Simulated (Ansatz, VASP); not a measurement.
## One calculation of TiO2, two programs

POSCAR

```
TiO2
1.0
    4.5973635523      0.0000000000      0.0000000000
    0.0000000000      4.5973635523      0.0000000000
    0.0000000000      0.0000000000      2.9928841877
Ti O
2 4
Direct
    0.0000000000      0.0000000000      0.0000000000
    0.5000000000      0.5000000000      0.5000000000
    0.2959116748      0.3143685170      0.0000000000
    0.2040883252      0.8143685170      0.5000000000
    0.7040883252      0.6856314830      0.0000000000
    0.7959116748      0.1856314830      0.5000000000
```

File INCAR.step1:

```
PREC     = Accurate       # precision mode
ENCUT    = 520            # plane-wave cutoff, eV
ISMEAR   = 0              # smearing method
SIGMA    = 0.05           # smearing width, eV
LREAL    = F              # projectors in reciprocal space
LASPH    = T              # aspherical terms in the spheres
NELM     = 150            # most SCF steps
LMAXMIX  = 4              # l up to which the mixer works
LDAU     = T              # DFT+U
LDAUTYPE = 2            
LDAUL    = 2 -1           # shell
LDAUU    = 4 0            # U, eV
LDAUJ    = 0 0          
NBANDS   = 33             # bands
GGA      = PE             # functional
ALGO     = Normal         # electronic algorithm
EDIFF    = 1E-4           # SCF threshold, eV
LWAVE    = T              # write WAVECAR
LCHARG   = F              # write CHGCAR
```

Contents of INCAR.step2:

```
PREC     = Accurate       # precision mode
ENCUT    = 520            # plane-wave cutoff, eV
EDIFF    = 1E-6           # SCF threshold, eV
ISMEAR   = 0              # smearing method
SIGMA    = 0.05           # smearing width, eV
LREAL    = F              # projectors in reciprocal space
LASPH    = T              # aspherical terms in the spheres
NELM     = 150            # most SCF steps
ALGO     = Normal         # electronic algorithm
ISIF     = 2              # what is computed and relaxed
LWAVE    = F              # write WAVECAR
LCHARG   = F              # write CHGCAR
LMAXMIX  = 4              # l up to which the mixer works
LDAU     = T              # DFT+U
LDAUTYPE = 2            
LDAUL    = 2 -1           # shell
LDAUU    = 4 0            # U, eV
LDAUJ    = 0 0          
LDAUPRINT= 1            
METAGGA  = R2SCAN         # meta-GGA
LMIXTAU  = T            
NBANDS   = 33             # bands
ISTART   = 1
```

KPOINTS

```
regular mesh
0
Gamma
  6 6 8
```

Input for Ansatz:

```yaml
crystal:
  lattice:
    - [4.5973635523, 0.0, 0.0]
    - [0.0, 4.5973635523, 0.0]
    - [0.0, 0.0, 2.9928841877]
  atoms:
    - { symbol: Ti, position: [0.0, 0.0, 0.0] }
    - { symbol: Ti, position: [0.5, 0.5, 0.5] }
    - { symbol: O, position: [0.2959116748, 0.314368517, 0.0] }
    - { symbol: O, position: [0.2040883252, 0.814368517, 0.5] }
    - { symbol: O, position: [0.7040883252, 0.685631483, 0.0] }
    - { symbol: O, position: [0.7959116748, 0.185631483, 0.5] }
basis:
  ecutwfc: 500
kpoints:
  mp_grid: { grid: [6, 6, 8] }
hamiltonian:
  xc: r2scan
  hubbard: { sites: [{ species: Ti, l: d, u_eff: 4.0 }] }
scf:
  occupations: { method: gaussian, width: 0.05 }
output:
  forces: true
  stress: true
  eigenvalues: true
```

Change from the starting cell: mode 4 (146.3 1/cm) frozen in, largest displacement -0.060 Å.

Alike in both runs: task single point; functional r2SCAN; k mesh 6 × 6 × 8; occupations gaussian, width 0.05 eV; no spin polarisation; Hubbard terms Ti d U = 4.0 eV.

|  | VASP | Ansatz |
| --- | --- | --- |
| version | VASP 6.6.1 | Ansatz 0.2.0 |
| potentials or method | VASP PAW PBE potentials, release 64 (Ti_sv, O), cutoff 520 eV | scalar-relativistic, plane waves, PAW |
| valence electrons in the cell | 48 | 48 |

VASP gave:

```
gap on the k mesh at the Fermi level (eV)                     : 2.79
least direct gap on the mesh (eV)                             : 2.80
pressure (GPa)                                                : 4.5
traceless stress, the component that is largest in VASP (GPa) : -1.24
rms of the force components (eV/Å)                            : 0.067
```

Task: Estimate Ansatz's values.

Result: gap on the k mesh at the Fermi level (eV): 2.71; least direct gap on the mesh (eV): 2.75; pressure (GPa): -0.3; traceless stress, the component that is largest in VASP (GPa): -0.97; rms of the force components (eV/Å): 0.038.

VASP's potentials were made for PBE, not for r2SCAN. The programs project onto different local orbitals, so the same U acts differently, and such runs can settle in different states. Atom by atom the forces differ by 0.069 eV/Å (rms over components).
